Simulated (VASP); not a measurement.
Wanted: the native input for a VASP 6.6.1 run.

```
Task                   : single point
Functional             : PBE
Potentials or basis    : VASP PAW PBE potentials, release 64 (Zn, Cu)
Cutoff                 : 600 eV
k mesh                 : 3 × 3 × 3
Occupations            : gaussian, width 0.15 eV
Spin                   : non-collinear spin, zero start, spin-orbit coupling
Starting moments       : [[0.0, 0.0, 0.0], [0.0, 0.0, 0.0]] μB
Dipole correction      : no
Further INCAR settings : ALGO = Normal; EDIFF = 1e-06; NBANDS = 35
```

The structure of ZnCu lies in POSCAR:

```
ZnCu
1.0
    2.9450000000      0.0000000000      0.0000000000
    0.0000000000      2.9450000000      0.0000000000
    0.0000000000      0.0000000000      2.9450000000
Zn Cu
1 1
Direct
    0.5000000000      0.5000000000      0.5000000000
    0.0000000000      0.0000000000      0.0000000000
```

These files were run (other wordings do the same):

INCAR

```
SYSTEM = ZnCu
PREC     = Accurate       ! precision mode
ENCUT    = 600            ! plane-wave cutoff, eV
EDIFF    = 1E-6           ! SCF threshold, eV
ISMEAR   = 0              ! smearing method
SIGMA    = 0.15           ! smearing width, eV
LREAL    = .FALSE.        ! projectors in reciprocal space
LASPH    = .TRUE.         ! aspherical terms in the spheres
NELM     = 200            ! most SCF steps
ALGO     = Normal         ! electronic algorithm
ISIF     = 2              ! what is computed and relaxed
LWAVE    = .FALSE.        ! write WAVECAR
LCHARG   = .TRUE.         ! write CHGCAR
MAGMOM   = 0 0 0 0 0 0    ! initial moments
LORBIT   = 11             ! projections on sites
LSORBIT  = .TRUE.         ! spin-orbit coupling
GGA_COMPAT= .FALSE.      
LORBMOM  = .TRUE.       
LMAXMIX  = 4              ! l up to which the mixer works
GGA      = PE             ! functional
LVHAR    = .TRUE.       
NBANDS   = 35             ! bands
```

KPOINTS

```
regular mesh
0
G
  3 3 3
  0 0 0
```

Potentials or basis: VASP PAW PBE potentials, release 64 (Zn, Cu).

The run is started by

```bash
$ cat potpaw_PBE.64/Zn/POTCAR potpaw_PBE.64/Cu/POTCAR > POTCAR
$ mpirun -np 1 vasp_ncl > vasp.out
```

It gave:

```json
{
 "Pressure": "3.2 GPa",
 "Net moment": "0.00 μB per cell",
 "Valence electrons inside the program's atomic spheres": "Zn 10.84; Cu 9.98"
}
```

Caveat: the k points lie up to 0.71 Å⁻¹ apart.

Run time: 23 s on 1 thread of AMD EPYC 7R43 64-Core Processor (Zen 3), with other jobs on the host, peak memory 0.16 GiB.
